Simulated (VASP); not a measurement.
Here is a VASP 6.6.1 calculation.

Contents of INCAR:

```
  ALGO = Normal
  EDIFF = 1E-6
  ENCUT = 520
  GGA = PE
  GGA_COMPAT = F
  ISIF = 2
  ISMEAR = 0
  LASPH = T
  LCHARG = F
  LORBIT = 11
  LORBMOM = T
  LREAL = F
  LSORBIT = T
  LWAVE = F
  MAGMOM = 0 0 0
  NBANDS = 13
  NELM = 150
  PREC = Accurate
  SIGMA = 0.05
```

KPOINTS

```
k-points
0
Gamma
  22 22 22
```

The input POSCAR:

```
Be
1.0
    0.0000000000      1.5800346400      1.5800346400
    1.5800346400      0.0000000000      1.5800346400
    1.5800346400      1.5800346400      0.0000000000
Be
1
Direct
    0.0000000000      0.0000000000      0.0000000000
```

Potentials or basis: VASP PAW PBE potentials, release 64 (Be).

The run is started by

```sh
$ cat potpaw_PBE.64/Be/POTCAR > POTCAR
$ mpirun -np 1 vasp_ncl > vasp.out
```

(1) Estimate the net moment.

(2) What does it give for the pressure?

## Answers

(1) 0.00 μB per cell.

(2) -0.1 GPa.
